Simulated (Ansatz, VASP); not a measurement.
# One calculation of Cu3Au, two programs

```
Cu Au
1.0
     3.77991    0.00000    0.00000
     0.00000    3.77991    0.00000
     0.00000    0.00000    3.77991
Cu Au
3 1
Cartesian
  0.0000 1.8900 1.8900
  1.8900 1.8900 0.0000
  1.8900 0.0000 1.8900
  0.0000 0.0000 0.0000
```

Alike in both runs: functional PBE; k mesh 6 × 6 × 6; occupations gaussian, width 0.1 eV; no spin polarisation.

Ansatz relaxed the structure, and its values are those at the end. VASP's run is a single point on that final structure, the one shown.

```csv
,VASP,Ansatz
version,VASP 6.6.1,Ansatz 0.2.0
potentials or method,"VASP PAW PBE potentials, release 64 (Cu, Au), cutoff 600 eV","scalar-relativistic, plane waves, PAW"
valence electrons in the cell,44,76
```

Ansatz gave:

- gap on the k mesh at the Fermi level (eV): none
- pressure (GPa): 0.0

Which values does VASP return?

gap on the k mesh at the Fermi level (eV): none; pressure (GPa): 0.3.

A gap of «none» marks a metal or a gap that the smearing closes. The functional is the same, so the differences come from potentials, cutoffs and numerics. VASP's potentials hold 44 valence electrons a cell and Ansatz's 76, so a difference there can come from the potentials and not from the codes.

Spin-orbit coupling is off throughout.
